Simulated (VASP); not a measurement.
# In (Im-3m) in VASP: notebook

The runs below take In through relaxation of cell and atoms, single point, with PBE-based screened hybrid with 25 % exact exchange, PBE.

All numbers are computed with VASP 6.6.1; they aren't measurements. Logs are shortened: lines on timing, memory, paths and dates and some standing lists are left out, and cuts for length are marked.

**1. The cell of the first run**

The structure is cubic, space group Im-3m (No. 229). The conventional cell has a = 3.765 Å, b = 3.765 Å, c = 3.765 Å, α = 90.00°, β = 90.00°, γ = 90.00°. In (site symmetry m-3m) has 14 In at 3.26 to 3.77 Å within 4.3 Å.

This isn't the form of In at room conditions, which is tetragonal.

**2. Relaxation of cell and atoms, PBE-based screened hybrid with 25 % exact exchange**

Input file POSCAR:

```
In
1.0
   -1.8825252400      1.8825252400      1.8825252400
    1.8825252400     -1.8825252400      1.8825252400
    1.8825252400      1.8825252400     -1.8825252400
In
1
Direct
    0.0000000000      0.0000000000      0.0000000000
```

Input file INCAR.step1:

```
SYSTEM = In
PREC = Accurate
ENCUT = 600
EDIFF = 1E-5
ISMEAR = -1
SIGMA = 0.05
LREAL = .False.
LASPH = .True.
NELM = 80
ALGO = Normal
LWAVE = .True.
LCHARG = .False.
GGA = PE
NBANDS = 12
```

Input file INCAR.step2:

```
SYSTEM = In
PREC = Accurate
ENCUT = 600
EDIFF = 1E-6
ISMEAR = -1
SIGMA = 0.05
LREAL = .False.
LASPH = .True.
NELM = 80
ALGO = Normal
ISIF = 3
LWAVE = .False.
LCHARG = .False.
GGA = PE
LHFCALC = .True.
AEXX = 0.25
HFSCREEN = 0.3
PRECFOCK = Normal
IBRION = 2
NSW = 60
EDIFFG = -0.01
ISTART = 1
```

Input file KPOINTS:

```
Automatic mesh
0
Gamma
  5 5 5
  0 0 0
```

Potentials or basis: VASP PAW PBE potentials, release 64 (In_d).

Command:

```bash
$ cat potpaw_PBE.64/In_d/POTCAR > POTCAR
$ cp INCAR.step1 INCAR
$ mpirun -np 1 vasp_std > vasp.out
$ cp INCAR.step2 INCAR
$ mpirun -np 1 vasp_std > vasp.out
```

OUTCAR:

```text
SYSTEM = In
   PREC = Accurate
   ENCUT = 600
   EDIFF = 1E-6
   ISMEAR = -1
   LREAL = .False.
   LASPH = .True.
   NELM = 80
   ISIF = 3
   GGA = PE
   LHFCALC = .True.
   AEXX = 0.25
   HFSCREEN = 0.3
   PRECFOCK = Normal
   IBRION = 2
   NSW = 60
   EDIFFG = -0.01
   ISTART = 1

 ion  position               nearest neighbor table
   1  0.000  0.000  0.000-

  LATTYP: Found a body centered cubic cell.
 ALAT       =     3.7650504800

  Lattice vectors:

 A1 = (  -1.8825252400,   1.8825252400,   1.8825252400)
 A2 = (   1.8825252400,  -1.8825252400,   1.8825252400)
 A3 = (   1.8825252400,   1.8825252400,  -1.8825252400)

Analysis of symmetry for initial positions (statically):
=====================================================================
 Subroutine PRICEL returns:
 Original cell was already a primitive cell.

 Routine SETGRP: Setting up the symmetry group for a
 body centered cubic supercell.

 Subroutine GETGRP returns: Found 48 space group operations
 (whereof 48 operations were pure point group operations)
 out of a pool of 48 trial point group operations.

The static configuration has the point symmetry O_h .

Analysis of symmetry for dynamics (positions and initial velocities):
=====================================================================
 Subroutine PRICEL returns:
 Original cell was already a primitive cell.

 Routine SETGRP: Setting up the symmetry group for a
 body centered cubic supercell.

 Subroutine GETGRP returns: Found 48 space group operations
 (whereof 48 operations were pure point group operations)
 out of a pool of 48 trial point group operations.

The dynamic configuration has the point symmetry O_h .

 Subroutine INISYM returns: Found 48 space group operations
 (whereof 48 operations are pure point group operations),
 and found     1 'primitive' translations

----------------------------------------------------------------------------------------

                                     Primitive cell

  volume of cell :      26.6859

  direct lattice vectors                    reciprocal lattice vectors
    -1.882525240  1.882525240  1.882525240     0.000000000  0.265600689  0.265600689
     1.882525240 -1.882525240  1.882525240     0.265600689  0.000000000  0.265600689
     1.882525240  1.882525240 -1.882525240     0.265600689  0.265600689  0.000000000

  length of vectors
     3.260629362  3.260629362  3.260629362     0.375616096  0.375616096  0.375616096

  position of ions in fractional coordinates (direct lattice)
     0.000000000  0.000000000  0.000000000

  ion indices of the primitive-cell ions
   primitive index   ion index
                 1           1

----------------------------------------------------------------------------------------

 KPOINTS: Automatic mesh

Automatic generation of k-mesh.
 Grid dimensions read from file:
 generate k-points for:    5    5    5

 Generating k-lattice:

  Cartesian coordinates                     Fractional coordinates (reciprocal lattice)
     0.000000000  0.053120138  0.053120138     0.200000000  0.000000000  0.000000000
     0.053120138  0.000000000  0.053120138     0.000000000  0.200000000  0.000000000
     0.053120138  0.053120138  0.000000000     0.000000000  0.000000000  0.200000000

  Length of vectors
     0.075123219  0.075123219  0.075123219

  Shift w.r.t. Gamma in fractional coordinates (k-lattice)
     0.000000000  0.000000000  0.000000000

 Subroutine IBZKPT returns following result:
 ===========================================

 Found     10 irreducible k-points:

 Following reciprocal coordinates:
            Coordinates               Weight
  0.000000  0.000000  0.000000      1.000000
  0.200000  0.000000  0.000000     12.000000
  0.400000  0.000000  0.000000     12.000000
  0.200000  0.200000  0.000000     24.000000
  0.400000  0.200000  0.000000     24.000000
  0.200000  0.200000  0.200000      8.000000
 -0.200000  0.200000  0.200000      6.000000
 -0.400000  0.400000  0.200000     24.000000
 -0.400000 -0.400000  0.200000      8.000000
 -0.400000  0.400000  0.400000      6.000000
   k-points           NKPTS =     10   k-points in BZ     NKDIM =    125   number of bands    NBANDS=     10
   number of dos      NEDOS =    301   number of ions     NIONS =      1
   total plane-waves  NPLWV =  21952
   dimension x,y,z NGX =    28 NGY =   28 NGZ =   28
   dimension x,y,z NGXF=    56 NGYF=   56 NGZF=   56
   ions per type =               1
   NGX,Y,Z   is equivalent  to a cutoff of  14.28, 14.28, 14.28 a.u.
   NGXF,Y,Z  is equivalent  to a cutoff of  28.55, 28.55, 28.55 a.u.
 SYSTEM =  In
   PREC   = accura    normal or accurate (medium, high low for compatibility)
   ISTART =      1    job   : 0-new  1-cont  2-samecut
   ICHARG =      0    charge: 1-file 2-atom 10-const
   ISPIN  =      1    spin polarized calculation?
   LNONCOLLINEAR =      F non collinear calculations
   LSORBIT =      F    spin-orbit coupling
   LASPH  =      T    aspherical Exc in radial PAW
   ENCUT  =  600.0 eV  44.10 Ry    6.64 a.u.   6.51  6.51  6.51*2*pi/ulx,y,z
   NELM   =     80;   NELMIN=  2; NELMDL=  0     # of ELM steps
   EDIFF  = 0.1E-05   stopping-criterion for ELM
   LREAL  =      F    real-space projection
   EDIFFG = -.1E-01   stopping-criterion for IOM
   NSW    =     60    number of steps for IOM
   IBRION =      2    ionic relax: 0-MD 1-quasi-New 2-CG
   NFREE  =      1    steps in history (QN), initial steepest desc. (CG)
   ISIF   =      3    stress and relaxation
   ISYM   =      3    0-nonsym 1-usesym 2-fastsym
   POTIM  = 0.5000    time-step for ionic-motion
   TEBEG  =    0.0;   TEEND  =   0.0 temperature during run
   PSTRESS=    0.0 pullay stress
   NELECT =      13.0000    total number of electrons
   NUPDOWN=      -1.0000    fix difference up-down
   EMIN   =  10.00;   EMAX   =-10.00  energy-range for DOS
   EFERMI =   0.00;   METHOD = LEGACY
   ISMEAR =    -1;   SIGMA  =   0.05  broadening in eV -4-tet -1-fermi 0-gaus
   EFERMI_NEDOS =   21; number of points for ismear=-14 and -15
   IALGO  =     38    algorithm
   IMIX   =      1    mixing-type and parameters
     AMIX     =   0.40;   BMIX     =  1.00
     AMIX_MAG =   1.60;   BMIX_MAG =  1.00
  volume/ion in A,a.u.               =      26.69       180.09
  Fermi-wavevector in a.u.,A,eV,Ry     =   1.288136  2.434225 22.576080  1.659295
  Thomas-Fermi vector in A             =   2.420108
   LORBIT       =      0    0 simple, 1 ext, 2 COOP (PROOUT), +10 PAW based schemes
   GGA     = PE    functional components
   LHFCALC =     T    Hartree Fock is set to
   PRECFOCK=normal    Normal, Fast or Accurate (Low or Medium for compatibility)
   ENCUT4O =  -1.0   cutoff for four orbital integrals eV
   NKREDX  =     1    reduce k-point grid by
   NKREDY  =     1    reduce k-point grid by
   NKREDZ  =     1    reduce k-point grid by
   AEXX    =    0.2500 exact exchange contribution
   HFSCREEN=    0.3000 screening length (either q_TF or 0.3 A-1)
   HFSCREENC=   0.3000 screening length for correlation (either q_TF or 0.3 A-1)
   ENCUTFOCK=  -1.0 apply spherical cutoff to Coloumb kernel
   IVDW    =     0    specifies the selected vdW correction
   LEPSILON=     F    determine dielectric tensor
   LRPA    =     F    only Hartree local field effects (RPA)
 conjugate gradient relaxation of ions
 non-spin polarized calculation
  energy-cutoff  :      600.00
  volume of cell :       26.69
 maximum number of plane-waves:       935
 NGX is ok and might be reduce to    28
  NGX = 20; NGY = 20; NGZ = 20

--------------------------------------- Ionic step        1  -------------------------------------------

 number of electron      12.9999996 magnetization

 Free energy of the ion-electron system (eV)
  ---------------------------------------------------
  ext. energy  EPLUGINS =         0.00000000
  ---------------------------------------------------
  free energy    TOTEN  =        -2.79244384 eV

  energy without entropy =       -2.77638865  energy(sigma->0) =       -2.78441625

------------------------ aborting loop because EDIFF is reached ----------------------------------------

  FORCE on cell =-STRESS in cart. coord.  units (eV):
  Direction    XX          YY          ZZ          XY          YZ          ZX
  --------------------------------------------------------------------------------------
  -------------------------------------------------------------------------------------
  Total       -0.0519334     -0.0519334     -0.0519334      0.0000000      0.0000000      0.0000000
  in kB       -3.1179902     -3.1179902     -3.1179902      0.0000000      0.0000000      0.0000000
  external PRESSURE =      -3.1179902 kB  Pullay stress =       0.0000000 kB

 VOLUME and BASIS-vectors are now :
 -----------------------------------------------------------------------------
  energy-cutoff  :      600.00
  volume of cell :       26.69
      direct lattice vectors                 reciprocal lattice vectors
    -1.882525240  1.882525240  1.882525240     0.000000000  0.265600689  0.265600689
     1.882525240 -1.882525240  1.882525240     0.265600689  0.000000000  0.265600689
     1.882525240  1.882525240 -1.882525240     0.265600689  0.265600689  0.000000000
[... 106 lines left out ...]
 POSITION                                       TOTAL-FORCE (eV/Angst)
 -----------------------------------------------------------------------------------
      0.00000      0.00000     -0.00000        -0.000000     -0.000000     -0.000000
 -----------------------------------------------------------------------------------
    total drift:                                0.000000      0.000000     -0.000000

  FREE ENERGIE OF THE ION-ELECTRON SYSTEM (eV)
  ---------------------------------------------------
  free  energy   TOTEN  =        -2.7924588431 eV

  energy  without entropy=       -2.7764532160  energy(sigma->0) =       -2.78445603

--------------------------------------- Ionic step        5  -------------------------------------------

 number of electron      12.9999996 magnetization

 Free energy of the ion-electron system (eV)
  ---------------------------------------------------
  ext. energy  EPLUGINS =         0.00000000
  ---------------------------------------------------
  free energy    TOTEN  =        -2.79246442 eV

  energy without entropy =       -2.77643685  energy(sigma->0) =       -2.78445064

 E-fermi :   7.2446     XC(G=0):  -8.5741

 val. band max:        6.7906856139   @ k =  -0.4000  -0.4000   0.2000
 cond. band min:       7.2733039093   @ k =  -0.4000   0.4000   0.2000
 fundamental gap:      0.4826182954
 Fermi energy:         7.2446285135

 k-point     1 :       0.0000    0.0000    0.0000
  band No.  band energies     occupation
      1      -9.2726      2.00000
      2      -9.2726      2.00000
      3      -9.2726      2.00000
      4      -9.0033      2.00000
      5      -9.0033      2.00000
      6      -3.1619      2.00000
      7      19.0772      0.00000
      8      19.0772      0.00000
      9      19.0772      0.00000
     10      20.8738      0.00000

 k-point     2 :       0.2000    0.0000    0.0000
  band No.  band energies     occupation
      1      -9.3101      2.00000
      2      -9.2493      2.00000
      3      -9.1255      2.00000
      4      -9.0352      2.00000
      5      -9.0054      2.00000
      6      -2.1239      2.00000
      7      13.1130      0.00000
      8      16.3129      0.00000
      9      17.1868      0.00000
     10      18.9921      0.00000
[... 124 lines left out ...]
 POSITION                                       TOTAL-FORCE (eV/Angst)
 -----------------------------------------------------------------------------------
      0.00000     -0.00000      0.00000         0.000000      0.000000     -0.000000
 -----------------------------------------------------------------------------------
    total drift:                                0.000000      0.000000     -0.000001

  FREE ENERGIE OF THE ION-ELECTRON SYSTEM (eV)
  ---------------------------------------------------
  free  energy   TOTEN  =        -2.7924644185 eV

  energy  without entropy=       -2.7764368540  energy(sigma->0) =       -2.78445064

 reached required accuracy - stopping structural energy minimisation
```

Wall time 25 min (1 thread of Intel Xeon Platinum 8259CL at 2.50GHz (Skylake/Cascade Lake), shared host); peak memory 0.27 GiB.

Results:

- Free energy: -2.7925 eV
- Relaxed volume: 26.63 Å³/atom
- Relaxed cell: a = 3.258 Å, b = 3.258 Å, c = 3.258 Å, α = 109.47°, β = 109.47°, γ = 109.47°
- Space group after relaxing (to 0.1 Å): Im-3m (No. 229)
- Energy gained by relaxing: 0.0 meV/atom
- Ionic steps: 5
- Pressure after relaxing: 0.0 GPa
- Band gap on the k mesh: zero (an odd number of electrons rules out a gap without spin polarisation)

Final structure:
```
In
1.0
    -1.88122    1.88122    1.88122
     1.88122   -1.88122    1.88122
     1.88122    1.88122   -1.88122
In
1
Direct
  0.00000 0.00000 0.00000
```

Caveat: the k points lie up to 0.47 Å⁻¹ apart in the final cell, too coarse for converged energies and pressures of a metal; the PAW data sets were made with another functional, which shifts forces and pressure a little; spin-orbit coupling is left out, which moves the levels of the heavy elements.

**3. Single point, PBE (27.22 Å³/atom)**

This run uses another cell than the first one, of 27.22 Å³/atom.

Input file INCAR:

```
PREC     = Accurate       # precision mode
ENCUT    = 520            # plane-wave cutoff, eV
EDIFF    = 1E-6           # SCF threshold, eV
ISMEAR   = -1             # smearing method
SIGMA    = 0.05           # smearing width, eV
LREAL    = F              # projectors in reciprocal space
LASPH    = T              # aspherical terms in the spheres
NELM     = 100            # most SCF steps
ALGO     = Normal         # electronic algorithm
ISIF     = 2              # what is computed and relaxed
LWAVE    = F              # write WAVECAR
LCHARG   = T              # write CHGCAR
GGA      = PE             # functional
LELF     = T              # ELF
LVHAR    = T            
NBANDS   = 12             # bands
```

Input file KPOINTS:

```
regular mesh
0
Gamma
  10 10 10
```

Input file POSCAR:

```
In
1.0
   -1.8949926579      1.8949926579      1.8949926579
    1.8949926579     -1.8949926579      1.8949926579
    1.8949926579      1.8949926579     -1.8949926579
In
1
Direct
    0.0000000000      0.0000000000      0.0000000000
```

Potentials or basis: VASP PAW PBE potentials, release 64 (In_d).

Command:

```bash
$ cat potpaw_PBE.64/In_d/POTCAR > POTCAR
$ mpirun -np 1 vasp_std > vasp.out
```

Run time: 3.6 s. Hardware: 1 thread of Intel Xeon 6975P-C (Granite Rapids), shared host; peak memory 0.14 GiB.

The run converged. Its results:

```
Free energy            : -2.5558 eV
Pressure               : 0.7 GPa
Band gap on the k mesh : zero (an odd number of electrons rules out a gap without spin polarisation)
```

Levels at points of the mesh, in eV from the Fermi level:
```tsv
k point	band 3	band 4	band 5	band 6	band 7	band 8	band 9	band 10
(0.00, 0.00, 0.00)	-14.58	-14.33	-14.33	-9.21	10.75	10.75	10.75	12.95
(0.50, 0.00, 0.00)	-14.34	-14.33	-14.17	-3.85	-2.96	5.81	7.25	9.94
(0.50, 0.50, 0.50)	-14.21	-14.21	-14.21	0.82	1.33	1.33	1.33	5.27
```

Caveat: spin-orbit coupling is left out, which moves the levels of the heavy elements.
